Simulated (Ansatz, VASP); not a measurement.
**Al: VASP beside Ansatz**

```
CELL_PARAMETERS angstrom
2.30196 -2.42365 -0.67572
2.30196 2.42365 -0.67572
-3.15961 0.00000 6.98158
ATOMIC_POSITIONS crystal
Al 0.12487 0.62480 0.87490
Al 0.37520 0.87513 0.62510
Al 0.87513 0.37520 0.12510
Al 0.62480 0.12487 0.37490
```

Alike in both runs: functional PBE; k mesh 6 × 6 × 4; occupations gaussian, width 0.1 eV; no spin polarisation.

Ansatz relaxed the structure, and its values are those at the end. VASP's run is a single point on that final structure, the one shown.

|  | VASP | Ansatz |
| --- | --- | --- |
| version | VASP 6.6.1 | Ansatz 0.2.0 |
| potentials or method | VASP PAW PBE potentials, release 64 (Al), cutoff 520 eV | scalar-relativistic, plane waves, PAW |
| valence electrons in the cell | 12 | 12 |

|  | VASP | Ansatz | Ansatz less VASP |
| --- | --- | --- | --- |
| gap on the k mesh at the Fermi level (eV) | none | none | - |
| pressure (GPa) | -0.1 | -0.1 | +0.03 |

A gap of «none» marks a metal or a gap that the smearing closes. With one functional, cell and mesh, what is left measures potentials, basis and numerics.
